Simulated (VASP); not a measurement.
Input of a VASP 6.6.1 run:

INCAR

```
PREC = Accurate
ENCUT = 500
EDIFF = 1E-6
ISMEAR = 0
SIGMA = 0.1
LREAL = False
LASPH = True
NELM = 120
ALGO = Normal
ISIF = 2
LWAVE = False
LCHARG = True
GGA = PE
LELF = True
LVHAR = True
NBANDS = 31
GGA_COMPAT = False
```

File KPOINTS:

```
regular mesh
0
Gamma
  6 6 2
```

POSCAR

```
TaHg
1.0
    3.3237684300      0.0000000000      0.0000000000
   -1.6618842100      2.8784678900      0.0000000000
    0.0000000000      0.0000000000      9.7730203200
Ta Hg
2 2
Direct
    0.3333333300      0.6666666700      0.3783776900
    0.6666666700      0.3333333300      0.6216223100
    0.3333333300      0.6666666700      0.8716396400
    0.6666666700      0.3333333300      0.1283603600
```

Potentials or basis: VASP PAW PBE potentials, release 64 (Ta_pv, Hg).

Command:

```bash
$ cat potpaw_PBE.64/Ta_pv/POTCAR potpaw_PBE.64/Hg/POTCAR > POTCAR
$ mpirun -np 1 vasp_std > vasp.out
```

**Question.** Estimate the largest force.

**Answer.** 1.102 eV/Å.

**Question.** What does it give for the pressure?

**Answer.** -13.7 GPa.

Forces on the atoms (eV/Å):
```
Ta   0.000  0.000  1.102
Ta   0.000  0.000 -1.102
Hg   0.000  0.000 -0.412
Hg   0.000  0.000  0.412
```

Caveat: the k points lie up to 0.36 Å⁻¹ apart; forces of over 1 eV/Å act on the atoms, so gaps and moduli don't describe the material at rest.
